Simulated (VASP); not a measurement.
Input of a VASP 6.6.1 run:

Contents of INCAR:

```
  ALGO = Normal
  EDIFF = 1E-6
  ENCUT = 520
  GGA = PE
  ISIF = 2
  ISMEAR = 0
  LASPH = True
  LCHARG = False
  LREAL = False
  LWAVE = False
  NBANDS = 28
  NELM = 60
  PREC = Accurate
  SIGMA = 0.01
```

KPOINTS

```
k-points
0
Gamma
  10 10 8
```

File POSCAR:

```
SnO
1.0
    4.1003585939      0.0000000000      0.0000000000
    0.0000000000      4.1003585939      0.0000000000
    0.0000000000      0.0000000000      4.8594688830
Sn O
2 2
Direct
    0.0000000000      0.5000000000      0.2210532920
    0.5000000000      0.0000000000      0.7789467080
    0.5000000000      0.5000000000      0.0000000000
    0.0000000000      0.0000000000      0.0000000000
```

Potentials or basis: VASP PAW PBE potentials, release 64 (Sn_d, O).

Launch:

```sh
$ cat potpaw_PBE.64/Sn_d/POTCAR potpaw_PBE.64/O/POTCAR > POTCAR
$ mpirun -np 1 vasp_std > vasp.out
```

Problem. Estimate the pressure.

Solution. -4.6 GPa.

Problem. Estimate the band gap on the k mesh.

Solution. 1.15 eV (least direct gap 1.74 eV).

Problem. Predict the largest force.

Solution. 0.058 eV/Å.

Forces in eV/Å, atoms in the order of the input:
```
Sn   0.000  0.000  0.058
Sn   0.000  0.000 -0.058
O    0.000  0.000  0.000
O    0.000  0.000  0.000
```

Caveat: the stress differs along the axes, from -7 to 0 GPa; spin-orbit coupling is left out, which moves the levels of the heavy elements. A k mesh can miss the band edges.
